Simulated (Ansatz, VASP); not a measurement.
**HfO2: VASP beside Ansatz**

```
CELL_PARAMETERS angstrom
3.71243 0.00000 0.00000
0.00000 3.71243 0.00000
0.00000 0.00000 5.20612
ATOMIC_POSITIONS crystal
Hf 0.50000 0.50000 0.50000
Hf 0.00000 0.00000 0.00000
O 0.00000 0.50000 0.68861
O 0.50000 0.00000 0.81139
O 0.50000 0.00000 0.31139
O 0.00000 0.50000 0.18861
```

Alike in both runs: task single point; functional PBE; k mesh 6 × 6 × 4; occupations gaussian, width 0.02 eV; no spin polarisation.

|  | VASP | Ansatz |
| --- | --- | --- |
| version | VASP 6.6.1 | Ansatz 0.2.0 |
| potentials or method | VASP PAW PBE potentials, release 64 (Hf_pv, O), cutoff 520 eV | scalar-relativistic, plane waves, PAW |
| valence electrons in the cell | 44 | 76 |

|  | VASP | Ansatz | Ansatz less VASP |
| --- | --- | --- | --- |
| gap on the k mesh at the Fermi level (eV) | 4.07 | 4.12 | +0.047 |
| least direct gap on the mesh (eV) | 4.14 | 4.19 | +0.044 |
| pressure (GPa) | -12.8 | -10.0 | +2.82 |
| traceless stress, the component that is largest in VASP (GPa) | 10.34 | 10.03 | -0.308 |
| rms of the force components (eV/Å) | 0.024 | 0.000 | -0.0240 |

Atom by atom the forces differ by 0.024 eV/Å (rms over components). VASP's potentials hold 44 valence electrons a cell and Ansatz's 76, so a difference there can come from the potentials and not from the codes.

Neither program's run includes spin-orbit coupling.
